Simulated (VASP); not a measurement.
# Os (P6_3/mmc) in VASP: single point with PBE

Aim: the single point of Os with PBE.

All numbers are computed with VASP 6.6.1; they aren't measurements. Logs are shortened: lines on timing, memory, paths and dates and some standing lists are left out, and cuts for length are marked.

## (1) The cell of the first run

Symmetry: P6_3/mmc, No. 194, hexagonal system. Conventional cell: a = 2.752 Å, b = 2.752 Å, c = 4.352 Å, α = 90.00°, β = 90.00°, γ = 120.00°. Within 3.6 Å of Os (site symmetry -6m2) lie 12 Os at 2.69 to 2.75 Å.

## (2) Single point, PBE

File POSCAR:

```
Os
1.0
    2.7523260863      0.0000000000      0.0000000000
   -1.3761630431      2.3835843102      0.0000000000
    0.0000000000      0.0000000000      4.3522445897
Os
2
Direct
    0.3333333333      0.6666666667      0.7500000000
    0.6666666667      0.3333333333      0.2500000000
```

File INCAR.step1:

```
SYSTEM = Os
PREC = Accurate
ENCUT = 520
EDIFF = 1E-7
ISMEAR = 0
SIGMA = 0.05
LREAL = .FALSE.
LASPH = .TRUE.
NELM = 80
ALGO = Normal
ISIF = 2
LWAVE = .FALSE.
LCHARG = .TRUE.
LMAXMIX = 4
GGA = PE
NBANDS = 15
```

File KPOINTS.step1:

```
regular mesh
0
G
  18 18 10
  0 0 0
```

File INCAR.step2:

```
SYSTEM = Os
PREC = Accurate
ENCUT = 520
EDIFF = 1E-7
ISMEAR = -5
SIGMA = 0.05
LREAL = .FALSE.
LASPH = .TRUE.
NELM = 80
ALGO = Normal
ISIF = 2
LWAVE = .FALSE.
LCHARG = .FALSE.
LMAXMIX = 4
GGA = PE
LORBIT = 11
NEDOS = 2001
ICHARG = 11
```

File KPOINTS.step2:

```
regular mesh
0
G
  27 27 15
  0 0 0
```

Potentials or basis: VASP PAW PBE potentials, release 64 (Os).

Started as:

```console
cat potpaw_PBE.64/Os/POTCAR > POTCAR
cp INCAR.step1 INCAR
cp KPOINTS.step1 KPOINTS
mpirun -np 1 vasp_std > vasp.out
cp INCAR.step2 INCAR
cp KPOINTS.step2 KPOINTS
mpirun -np 1 vasp_std > vasp.out
```

OUTCAR:

```text
SYSTEM = Os
   PREC = Accurate
   ENCUT = 520
   EDIFF = 1E-7
   ISMEAR = -5
   LREAL = .FALSE.
   LASPH = .TRUE.
   NELM = 80
   ISIF = 2
   GGA = PE
   LORBIT = 11
   ICHARG = 11

 ion  position               nearest neighbor table
   1  0.333  0.667  0.750-   2 2.69   2 2.69   2 2.69   2 2.69   2 2.69   2 2.69
   2  0.667  0.333  0.250-   1 2.69   1 2.69   1 2.69   1 2.69   1 2.69   1 2.69

  LATTYP: Found a hexagonal cell.
 ALAT       =     2.7523260863
 C/A-ratio  =     1.5812968570

  Lattice vectors:

 A1 = (   2.7523260863,   0.0000000000,   0.0000000000)
 A2 = (  -1.3761630431,   2.3835843102,   0.0000000000)
 A3 = (   0.0000000000,   0.0000000000,   4.3522445897)

Analysis of symmetry for initial positions (statically):
=====================================================================
 Subroutine PRICEL returns:
 Original cell was already a primitive cell.

 Routine SETGRP: Setting up the symmetry group for a
 hexagonal supercell.

 Subroutine GETGRP returns: Found 24 space group operations
 (whereof 12 operations were pure point group operations)
 out of a pool of 24 trial point group operations.

The static configuration has the point symmetry D_3d.
 The point group associated with its full space group is D_6h.

Analysis of symmetry for dynamics (positions and initial velocities):
=====================================================================
 Subroutine PRICEL returns:
 Original cell was already a primitive cell.

 Routine SETGRP: Setting up the symmetry group for a
 hexagonal supercell.

 Subroutine GETGRP returns: Found 24 space group operations
 (whereof 12 operations were pure point group operations)
 out of a pool of 24 trial point group operations.

The dynamic configuration has the point symmetry D_3d.
 The point group associated with its full space group is D_6h.

 Subroutine INISYM returns: Found 24 space group operations
 (whereof 12 operations are pure point group operations),
 and found     1 'primitive' translations

----------------------------------------------------------------------------------------

                                     Primitive cell

  volume of cell :      28.5525

  direct lattice vectors                    reciprocal lattice vectors
     2.752326086  0.000000000  0.000000000     0.363329042  0.209768120  0.000000000
    -1.376163043  2.383584310  0.000000000     0.000000000  0.419536240  0.000000000
     0.000000000  0.000000000  4.352244590     0.000000000  0.000000000  0.229766499

  length of vectors
     2.752326086  2.752326086  4.352244590     0.419536240  0.419536240  0.229766499

  position of ions in fractional coordinates (direct lattice)
     0.333333333  0.666666667  0.750000000
     0.666666667  0.333333333  0.250000000

  ion indices of the primitive-cell ions
   primitive index   ion index
                 1           1
                 2           2

----------------------------------------------------------------------------------------

 KPOINTS: regular mesh

Automatic generation of k-mesh.
 Grid dimensions read from file:
 generate k-points for:   27   27   15

 Generating k-lattice:

  Cartesian coordinates                     Fractional coordinates (reciprocal lattice)
     0.013456631  0.007769190  0.000000000     0.037037037  0.000000000  0.000000000
     0.000000000  0.015538379  0.000000000     0.000000000  0.037037037  0.000000000
     0.000000000  0.000000000  0.015317767     0.000000000  0.000000000  0.066666667

  Length of vectors
     0.015538379  0.015538379  0.015317767

  Shift w.r.t. Gamma in fractional coordinates (k-lattice)
     0.000000000  0.000000000  0.000000000

 TETIRR: Found  10722 inequivalent tetrahedra from    65610

 Subroutine IBZKPT returns following result:
 ===========================================

 Found    600 irreducible k-points:

 Following reciprocal coordinates:
            Coordinates               Weight
  0.000000  0.000000  0.000000      1.000000
  0.037037 -0.000000  0.000000      6.000000
  0.074074 -0.000000  0.000000      6.000000
  0.111111  0.000000  0.000000      6.000000
  0.148148  0.000000  0.000000      6.000000
  0.185185  0.000000  0.000000      6.000000
[... 16 lines left out ...]
  0.333333  0.037037  0.000000     12.000000
  0.370370  0.037037  0.000000     12.000000
 [... further k-points ...]
   k-points           NKPTS =    600   k-points in BZ     NKDIM =    600   number of bands    NBANDS=     12
   number of dos      NEDOS =   2001   number of ions     NIONS =      2
   total plane-waves  NPLWV =  12800
   dimension x,y,z NGX =    20 NGY =   20 NGZ =   32
   dimension x,y,z NGXF=    40 NGYF=   40 NGZF=   64
   ions per type =               2
   NGX,Y,Z   is equivalent  to a cutoff of  12.08, 12.08, 12.22 a.u.
   NGXF,Y,Z  is equivalent  to a cutoff of  24.16, 24.16, 24.45 a.u.
 SYSTEM =  Os
   PREC   = accura    normal or accurate (medium, high low for compatibility)
   ISTART =      0    job   : 0-new  1-cont  2-samecut
   ICHARG =     11    charge: 1-file 2-atom 10-const
   ISPIN  =      1    spin polarized calculation?
   LNONCOLLINEAR =      F non collinear calculations
   LSORBIT =      F    spin-orbit coupling
   LASPH  =      T    aspherical Exc in radial PAW
   ENCUT  =  520.0 eV  38.22 Ry    6.18 a.u.   5.12  5.12  8.09*2*pi/ulx,y,z
   NELM   =     80;   NELMIN=  2; NELMDL=  0     # of ELM steps
   EDIFF  = 0.1E-06   stopping-criterion for ELM
   LREAL  =      F    real-space projection
   EDIFFG = 0.1E-05   stopping-criterion for IOM
   NSW    =      0    number of steps for IOM
   IBRION =     -1    ionic relax: 0-MD 1-quasi-New 2-CG
   NFREE  =      0    steps in history (QN), initial steepest desc. (CG)
   ISIF   =      2    stress and relaxation
   ISYM   =      2    0-nonsym 1-usesym 2-fastsym
   POTIM  = 0.5000    time-step for ionic-motion
   TEBEG  =    0.0;   TEEND  =   0.0 temperature during run
   PSTRESS=    0.0 pullay stress
   NELECT =      16.0000    total number of electrons
   NUPDOWN=      -1.0000    fix difference up-down
   EMIN   =  10.00;   EMAX   =-10.00  energy-range for DOS
   EFERMI =   0.00;   METHOD = LEGACY
   ISMEAR =    -5;   SIGMA  =   0.05  broadening in eV -4-tet -1-fermi 0-gaus
   EFERMI_NEDOS =   21; number of points for ismear=-14 and -15
   IALGO  =     38    algorithm
   IMIX   =      4    mixing-type and parameters
     AMIX     =   0.40;   BMIX     =  1.00
     AMIX_MAG =   1.60;   BMIX_MAG =  1.00
  volume/ion in A,a.u.               =      14.28        96.34
  Fermi-wavevector in a.u.,A,eV,Ry     =   1.349689  2.550542 24.785181  1.821659
  Thomas-Fermi vector in A             =   2.477255
   LORBIT       =     11    0 simple, 1 ext, 2 COOP (PROOUT), +10 PAW based schemes
   GGA     = PE    functional components
   LHFCALC =     F    Hartree Fock is set to
   AEXX    =    0.0000 exact exchange contribution
   IVDW    =     0    specifies the selected vdW correction
   LEPSILON=     F    determine dielectric tensor
   LRPA    =     F    only Hartree local field effects (RPA)
 non-spin polarized calculation
 Fermi weights with tetrahedron method with Bloechl corrections
  energy-cutoff  :      520.00
  volume of cell :       28.55
 maximum number of plane-waves:       784

 number of electron      16.0000000 magnetization

 Free energy of the ion-electron system (eV)
  ---------------------------------------------------
  ext. energy  EPLUGINS =         0.00000000
  ---------------------------------------------------
  free energy    TOTEN  =       -22.49912150 eV

  energy without entropy =      -22.49912150  energy(sigma->0) =      -22.49912150

 E-fermi :   9.1869     XC(G=0): -13.9409

 val. band max:        9.2389493968   @ k =   0.4444   0.0370   0.3333
 cond. band min:       9.1663608801   @ k =   0.2222   0.0370   0.2667
 fundamental gap:     -0.0725885168
 Fermi energy:         9.1868679797

 k-point     1 :       0.0000    0.0000    0.0000
  band No.  band energies     occupation
      1      -1.5977      2.00000
      2       1.5599      2.00000
      3       6.1974      2.00000
      4       6.1974      2.00000
      5       6.4333      2.00000
      6       7.0084      2.00000
      7       7.0084      2.00000
      8       7.6504      2.00000
      9       7.6504      2.00000
     10       9.1770      2.00000
     11      10.7961      0.00000
     12      10.7961      0.00000

 k-point     2 :       0.0370   -0.0000    0.0000
  band No.  band energies     occupation
      1      -1.5429      2.00000
      2       1.6090      2.00000
      3       6.0399      2.00000
      4       6.2452      2.00000
      5       6.5758      2.00000
      6       6.9743      2.00000
      7       7.0530      2.00000
      8       7.5898      2.00000
      9       7.6109      2.00000
     10       8.8546      2.00000
     11      10.8236      0.00000
     12      11.1938      0.00000

 k-point     3 :       0.0741   -0.0000    0.0000
  band No.  band energies     occupation
      1      -1.3806      2.00000
      2       1.7523      2.00000
      3       5.7850      2.00000
      4       6.3878      2.00000
      5       6.7773      2.00000
      6       6.8943      2.00000
      7       7.1860      2.00000
      8       7.3663      2.00000
      9       7.4989      2.00000
     10       8.3335      2.00000
     11      10.8997      0.00000
     12      11.9839      0.00000
[... 286 lines left out ...]
 k-point    23 :       0.3333    0.0370    0.0000
  band No.  band energies     occupation
      1       1.7608      2.00000
      2       2.6046      2.00000
      3       3.5371      2.00000
      4       5.3596      2.00000
      5       5.9826      2.00000
      6       6.6945      2.00000
      7       6.8882      2.00000
      8       9.8562      0.00000
      9       9.9019      0.00000
     10      10.5914      0.00000
     11      11.6541      0.00000
     12      17.4059      0.00000

 k-point    24 :       0.3704    0.0370    0.0000
  band No.  band energies     occupation
      1       2.0136      2.00000
      2       2.4647      2.00000
      3       3.2544      2.00000
      4       5.6429      2.00000
      5       5.8648      2.00000
      6       6.7800      2.00000
      7       6.9658      2.00000
      8      10.3866      0.00000
      9      10.5236      0.00000
     10      11.2630      0.00000
     11      11.6989      0.00000
     12      17.5411      0.00000

 [... further k-points ...]

------------------------ aborting loop because EDIFF is reached ----------------------------------------

  FORCE on cell =-STRESS in cart. coord.  units (eV):
  Direction    XX          YY          ZZ          XY          YZ          ZX
  --------------------------------------------------------------------------------------
  -------------------------------------------------------------------------------------
  Total        0.0077285      0.0077285     -0.2453015      0.0000000      0.0000000     -0.0000000
  in kB        0.4336754      0.4336754    -13.7647098      0.0000000      0.0000000     -0.0000000
  external PRESSURE =      -4.2991197 kB  Pullay stress =       0.0000000 kB

 VOLUME and BASIS-vectors are now :
 -----------------------------------------------------------------------------
  energy-cutoff  :      520.00
  volume of cell :       28.55
      direct lattice vectors                 reciprocal lattice vectors
     2.752326086  0.000000000  0.000000000     0.363329042  0.209768120  0.000000000
    -1.376163043  2.383584310  0.000000000     0.000000000  0.419536240  0.000000000
     0.000000000  0.000000000  4.352244590     0.000000000  0.000000000  0.229766499

 POSITION                                       TOTAL-FORCE (eV/Angst)
 -----------------------------------------------------------------------------------
     -0.00000      1.58906      3.26418         0.000000     -0.000000      0.000000
      1.37616      0.79453      1.08806        -0.000000      0.000000      0.000000
 -----------------------------------------------------------------------------------
    total drift:                               -0.000000      0.000000     -0.000000

  FREE ENERGIE OF THE ION-ELECTRON SYSTEM (eV)
  ---------------------------------------------------
  free  energy   TOTEN  =       -22.4991214994 eV

  energy  without entropy=      -22.4991214994  energy(sigma->0) =      -22.49912150

 total charge

# of ion       s       p       d       tot
------------------------------------------
    1        0.654   0.764   5.995   7.413
    2        0.654   0.764   5.995   7.413
--------------------------------------------------
tot          1.307   1.528  11.990  14.826
```

It took 2.5 min on 1 thread of Oxide Virtual Turin-like, shared host; peak memory 0.28 GiB.

What came out:

* Valence electrons inside the program's atomic spheres: Os 7.41

Levels at points of the mesh, in eV from the Fermi level:
```csv
k point,band 6,band 7,band 8,band 9,band 10,band 11
"(0.00, 0.00, 0.00)",-2.18,-2.18,-1.54,-1.54,-0.01,1.61
```

Caveat: spin-orbit coupling is left out, which moves the levels of the heavy elements.
